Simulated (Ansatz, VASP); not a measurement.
# MgW: VASP beside Ansatz

INCAR

```
SYSTEM = MgW
PREC = Accurate
ENCUT = 600
EDIFF = 1E-6
ISMEAR = 0
SIGMA = 0.1
LREAL = .False.
LASPH = .True.
NELM = 60
ALGO = Normal
ISIF = 3
LWAVE = .False.
LCHARG = .False.
GGA = PE
IBRION = 2
NSW = 90
EDIFFG = -0.04
```

Contents of KPOINTS:

```
regular mesh
0
Gamma
  4 4 6
  0 0 0
```

File POSCAR:

```
MgW
1.0
    2.8418342000     -3.7716452900      0.0000000000
    2.8418342000      3.7716452900      0.0000000000
    0.0000000000      0.0000000000      3.2504928100
Mg W
1 1
Direct
    0.5000000000      0.5000000000      0.0000000000
    0.0000000000      0.0000000000      0.0000000000
```

Input for Ansatz:

```yaml
crystal:
  lattice:
    - [2.8418342, -3.77164529, 0.0]
    - [2.8418342, 3.77164529, 0.0]
    - [0.0, 0.0, 3.25049281]
  atoms:
    - { symbol: Mg, position: [0.5, 0.5, 0.0] }
    - { symbol: W, position: [0.0, 0.0, 0.0] }
basis:
  ecutwfc: 420
kpoints:
  mp_grid: { grid: [4, 4, 6] }
hamiltonian:
  xc: pbe
scf:
  occupations: { method: gaussian, width: 0.1 }
  lower_state_search: "off"
output:
  forces: true
  stress: true
  eigenvalues: true
relax:
  adjacent_minimum: "off"
  f_tol: 0.04
  max_steps: 70
  cell: { stress_tol: 0.4 }
```

Alike in both runs: task relaxation of cell and atoms; functional PBE; k mesh 4 × 4 × 6; occupations gaussian, width 0.1 eV; no spin polarisation.

|  | VASP | Ansatz |
| --- | --- | --- |
| version | VASP 6.6.1 | Ansatz 0.2.0 |
| potentials or method | VASP PAW PBE potentials, release 64 (Mg, W_sv), cutoff 600 eV | scalar-relativistic, plane waves, PAW |
| valence electrons in the cell | 16 | 24 |

Ansatz gave:

- gap on the k mesh at the Fermi level, each at its own relaxed structure (eV): none
- relaxed volume (Å³/atom): 19.19
- relaxed cell length with the largest relative difference (Å): 2.562

Task: What did VASP give for the same quantities?

Result: gap on the k mesh at the Fermi level, each at its own relaxed structure (eV): none; relaxed volume (Å³/atom): 19.21; relaxed cell length with the largest relative difference (Å): 2.565.

A gap of «none» marks a metal or a gap that the smearing closes. VASP's potentials hold 16 valence electrons a cell and Ansatz's 24, so a difference there can come from the potentials and not from the codes.

Neither program's run includes spin-orbit coupling. Noted on VASP's run: the volume moved by over 15 % at a fixed basis, so the end points are rough.
